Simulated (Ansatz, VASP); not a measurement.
## CdF2: VASP beside Ansatz

INCAR

```
PREC = Accurate
ENCUT = 700
EDIFF = 1E-6
ISMEAR = -1
SIGMA = 0.05
LREAL = F
LASPH = T
NELM = 120
ALGO = Normal
ISIF = 2
LWAVE = F
LCHARG = T
LELF = T
LVHAR = T
NBANDS = 24
GGA_COMPAT = F
```

KPOINTS

```
regular mesh
0
Gamma
  9 9 9
```

POSCAR

```
CdF2
1.0
    0.0000000000      2.7294514339      2.7294514339
    2.7294514339      0.0000000000      2.7294514339
    2.7294514339      2.7294514339      0.0000000000
Cd F
1 2
Direct
    0.0000000000      0.0000000000      0.0000000000
    0.7500000000      0.7500000000      0.7500000000
    0.2500000000      0.2500000000      0.2500000000
```

Contents of input.yaml:

```yaml
crystal:
  lattice:
    - [0.0, 2.7294514339, 2.7294514339]
    - [2.7294514339, 0.0, 2.7294514339]
    - [2.7294514339, 2.7294514339, 0.0]
  atoms:
    - { symbol: Cd, position: [0.0, 0.0, 0.0] }
    - { symbol: F, position: [0.75, 0.75, 0.75] }
    - { symbol: F, position: [0.25, 0.25, 0.25] }
hamiltonian:
  xc: lda
  pseudopotentials: { kind: paw }
kpoints:
  mp_grid: { grid: [9, 9, 9] }
scf:
  occupations: { method: fermi_dirac, width: 0.05 }
output:
  forces: true
  stress: true
  eigenvalues: true
  write_density: true
  write_potential: true
  elf: true
  volumetric_format: npy
```

Alike in both runs: task single point; functional LDA; k mesh 9 × 9 × 9; occupations fermi-dirac, width 0.05 eV; no spin polarisation.

```csv
,VASP,Ansatz
version,VASP 6.6.1,Ansatz 0.2.0
potentials or method,"VASP PAW LDA potentials, release 64 (Cd_sv_GW, F)",Ansatz PAW
plane-wave cutoff (eV),700,420
valence electrons in the cell,34,34
```

Ansatz gave:

* gap on the k mesh at the Fermi level (eV): 2.70
* least direct gap on the mesh (eV): 3.20
* pressure (GPa): -9.2

Estimate VASP's values.

gap on the k mesh at the Fermi level (eV): 2.71; least direct gap on the mesh (eV): 3.21; pressure (GPa): -9.4.

LDA's correlation is that of Perdew and Zunger in VASP and of Perdew and Wang (1992) in Ansatz.

Noted on Ansatz's run: odd divisions of the mesh miss points on the zone boundary, where band edges often lie, so the gap on the mesh can be too wide.
